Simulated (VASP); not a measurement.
## Hf: relaxation of cell and atoms with PBE

The system is Hf.

```xyz
1
Lattice="2.9100 0.0000 0.0000 0.0000 2.9100 0.0000 0.0000 0.0000 2.9100" Properties=species:S:1:pos:R:3 pbc="T T T"
Hf    0.0000    0.0000    0.0000
```

```json
{"Program": "VASP 6.6.1", "Task": "relaxation of cell and atoms", "Functional": "PBE", "Potentials or basis": "VASP PAW PBE potentials, release 64 (Hf_pv)", "Cutoff": "600 eV", "k mesh": "15 × 15 × 15", "Occupations": "fermi-dirac, width 0.05 eV", "Spin": "no spin polarisation", "Target pressure": "60 GPa", "Dipole correction": "no", "Further INCAR settings": "ALGO = Normal; EDIFF = 1e-07; IBRION = 2; EDIFFG = -0.03; NSW = 60; ISIF = 3"}
```

| Property | Result |
| --- | --- |
| Relaxed volume | 16.64 Å³/atom |
| Relaxed cell | a = 2.553 Å, b = 2.553 Å, c = 2.553 Å, α = 90.00°, β = 90.00°, γ = 90.00° |
| Space group after relaxing (to 0.05 Å) | Pm-3m (No. 221) |
| Energy change on relaxing (the enthalpy is what falls) | +1074.2 meV/atom |
| Ionic steps | 7 |
| Pressure after relaxing | 59.9 GPa |
| Band gap on the k mesh | zero (band 5 reaches 7.69 eV, above the bottom of band 6 at 3.95 eV) |

Step by step:
```
step  energy change (eV)  largest force (eV/Å)  pressure (GPa)  volume (Å³)
   1              0.0000                0.0000            0.20        24.64
   2             73.1636                0.0000         5964.63         4.24
   3              0.0341                0.0000            6.25        22.86
   4              0.1115                0.0000           12.42        21.51
   5              1.4410                0.0000           76.12        15.77
   6              1.0081                0.0000           56.91        16.82
   7              1.0742                0.0000           59.92        16.64
```

Final structure:
```
Hf
1.0
     2.55312    0.00000    0.00000
     0.00000    2.55312    0.00000
     0.00000    0.00000    2.55312
Hf
1
Cartesian
  0.0000 0.0000 0.0000
```

Levels at points of the mesh, in eV from the Fermi level:
| k point | band 1 | band 2 | band 3 | band 4 | band 5 | band 6 | band 7 | band 8 | band 9 |
| --- | --- | --- | --- | --- | --- | --- | --- | --- | --- |
| (0.00, 0.00, 0.00) | -28.72 | -28.72 | -28.72 | -7.53 | -2.69 | -2.69 | 9.71 | 9.71 | 9.71 |

It took 110 s on 1 thread of Intel(R) Xeon(R) Platinum 8259CL CPU @ 2.50GHz (Skylake/Cascade Lake), on a shared host, peak memory 0.21 GiB.

Caveat: the cell is relaxed towards a set pressure, so the enthalpy falls and the energy may rise; the volume moved by over 15 % at a fixed basis, so the end points are rough; spin-orbit coupling is left out, which moves the levels of the heavy elements.
